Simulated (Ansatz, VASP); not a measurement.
**One calculation of Cl, two programs**

```
CELL_PARAMETERS angstrom
3.96894 -2.15299 0.00000
3.96894 2.15299 0.00000
0.00000 0.00000 8.32703
ATOMIC_POSITIONS crystal
Cl 0.88618 0.11382 0.10646
Cl 0.61382 0.38618 0.60646
Cl 0.11382 0.88618 0.89354
Cl 0.38618 0.61382 0.39354
```

Alike in both runs: functional PBE; k mesh 8 × 8 × 4; occupations gaussian, width 0.02 eV; no spin polarisation.

Ansatz relaxed the structure, and its values are those at the end. VASP's run is a single point on that final structure, the one shown.

|  | VASP | Ansatz |
| --- | --- | --- |
| version | VASP 6.6.1 | Ansatz 0.2.0 |
| potentials or method | VASP PAW PBE potentials, release 64 (Cl), cutoff 520 eV | scalar-relativistic, plane waves, PAW |
| valence electrons in the cell | 28 | 28 |

|  | VASP | Ansatz | Ansatz less VASP |
| --- | --- | --- | --- |
| gap on the k mesh at the Fermi level (eV) | 2.35 | 2.31 | -0.046 |
| least direct gap on the mesh (eV) | 2.35 | 2.31 | -0.046 |
| pressure (GPa) | -0.3 | 0.0 | +0.29 |
| rms of the force components (eV/Å) | 0.102 | 0.001 | -0.1019 |
